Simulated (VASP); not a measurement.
Crystal: Cl.

```
CELL_PARAMETERS angstrom
3.29607 -2.03334 0.00000
3.29607 2.03334 0.00000
0.00000 0.00000 8.09471
ATOMIC_POSITIONS crystal
Cl 0.87486 0.12514 0.10869
Cl 0.62514 0.37486 0.60869
Cl 0.12514 0.87486 0.89131
Cl 0.37486 0.62514 0.39131
```

```yaml
Program: VASP 6.6.1
Task: relaxation of cell and atoms
Functional: PBEsol
Potentials_or_basis: VASP PAW PBE potentials, release 64 (Cl)
Cutoff: 600 eV
k_mesh: 6 × 6 × 4
Occupations: gaussian, width 0.02 eV
Spin: no spin polarisation
```

At the start: pressure -0.9 GPa; volume 27.13 Å³/atom.

**Question.** Where does the relaxation end?

**Answer.** Over 16 steps the energy falls by 4.1 meV/atom and the volume is 26.70 Å³/atom (-1.6 %); space group Cmce (No. 64, to 0.1 Å) before and after.

The path:
| step | energy change (eV) | largest force (eV/Å) | pressure (GPa) | volume (Å³) |
| --- | --- | --- | --- | --- |
| 1 | 0.0000 | 0.2611 | -0.92 | 108.50 |
| 2 | 0.0096 | 0.5919 | 1.24 | 106.06 |
| 3 | -0.0085 | 0.0669 | -0.09 | 107.49 |
| 4 | -0.0098 | 0.0573 | -0.08 | 107.22 |
| 5 | -0.0126 | 0.0262 | -0.02 | 106.43 |
| 6 | -0.0131 | 0.0455 | 0.16 | 104.85 |
| 7 | -0.0139 | 0.0171 | 0.07 | 105.59 |
| 8 | -0.0144 | 0.0352 | -0.02 | 105.83 |
| 9 | -0.0147 | 0.1149 | -0.26 | 106.46 |
| 10 | -0.0148 | 0.0865 | -0.18 | 106.24 |
| 11 | -0.0149 | 0.0840 | -0.18 | 106.26 |
| 12 | -0.0152 | 0.0759 | -0.16 | 106.32 |
| 13 | -0.0157 | 0.0606 | -0.11 | 106.43 |
| 14 | -0.0163 | 0.0306 | -0.05 | 106.65 |
| 15 | -0.0160 | 0.0439 | 0.11 | 107.08 |
| 16 | -0.0164 | 0.0166 | 0.01 | 106.82 |

Final structure:
```cif
data_structure
_symmetry_space_group_name_H-M 'P 1'
_symmetry_Int_Tables_number 1
_cell_length_a 3.9319
_cell_length_b 3.9319
_cell_length_c 7.9974
_cell_angle_alpha 90.000
_cell_angle_beta 90.000
_cell_angle_gamma 59.763
_cell_volume 106.82
loop_
_atom_site_label
_atom_site_type_symbol
_atom_site_fract_x
_atom_site_fract_y
_atom_site_fract_z
_atom_site_occupancy
Cl1 Cl 0.87280 0.12720 0.10994 1
Cl2 Cl 0.62720 0.37280 0.60994 1
Cl3 Cl 0.12720 0.87280 0.89006 1
Cl4 Cl 0.37280 0.62720 0.39006 1
```

Caveat: this functional lacks dispersion, which holds the molecules together, so the pressure and a relaxed volume are unreliable; the PAW data sets were made with another functional, which shifts forces and pressure a little.
